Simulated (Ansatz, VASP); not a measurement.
Two plane-wave programs on PbS

File POSCAR:

```
PbS
1.0
    2.2598000000      1.3046961383      3.8649666667
   -2.2598000000      1.3046961383      3.8649666667
    0.0000000000     -2.6093922766      3.8649666667
Pb S
1 1
Direct
    0.9781509158      0.9781509158      0.9781509158
    0.4774504142      0.4774504142      0.4774504142
```

The input INCAR.step1:

```
PREC = Accurate
ENCUT = 520
ISMEAR = 0
SIGMA = 0.05
LREAL = False
LASPH = True
NELM = 100
NBANDS = 17
GGA = PE
ALGO = Normal
EDIFF = 1E-4
LWAVE = True
LCHARG = False
```

Contents of INCAR.step2:

```
PREC = Accurate
ENCUT = 520
EDIFF = 1E-7
ISMEAR = 0
SIGMA = 0.05
LREAL = False
LASPH = True
NELM = 100
ALGO = Normal
ISIF = 2
LWAVE = False
LCHARG = True
METAGGA = R2SCAN
LMIXTAU = True
LELF = True
LVHAR = True
NBANDS = 17
ISTART = 1
```

File KPOINTS:

```
Automatic mesh
0
Gamma
  9 9 9
```

Input for Ansatz:

```yaml
crystal:
  lattice:
    - [2.2598, 1.3046961383, 3.8649666667]
    - [-2.2598, 1.3046961383, 3.8649666667]
    - [0.0, -2.6093922766, 3.8649666667]
  atoms:
    - { symbol: Pb, position: [0.9781509158, 0.9781509158, 0.9781509158] }
    - { symbol: S, position: [0.4774504142, 0.4774504142, 0.4774504142] }
basis:
  ecutwfc: 500
kpoints:
  mp_grid: { grid: [9, 9, 9] }
hamiltonian:
  xc: r2scan
scf:
  occupations: { method: gaussian, width: 0.05 }
output:
  forces: true
  stress: true
  eigenvalues: true
```

Alike in both runs: task single point; functional r2SCAN; k mesh 9 × 9 × 9; occupations gaussian, width 0.05 eV; no spin polarisation.

|  | VASP | Ansatz |
| --- | --- | --- |
| version | VASP 6.6.1 | Ansatz 0.2.0 |
| potentials or method | VASP PAW PBE potentials, release 64 (Pb_d, S), cutoff 520 eV | scalar-relativistic, plane waves, PAW |
| valence electrons in the cell | 20 | 20 |

|  | VASP | Ansatz | Ansatz less VASP |
| --- | --- | --- | --- |
| pressure (GPa) | -8.4 | -8.4 | +0.04 |
| traceless stress, the component that is largest in VASP (GPa) | -1.34 | -1.34 | -0.001 |
| rms of the force components (eV/Å) | 0.010 | 0.010 | +0.0001 |

VASP's potentials were made for PBE, not for r2SCAN. Atom by atom the forces differ by 0.000 eV/Å (rms over components).

Neither program's run includes spin-orbit coupling.
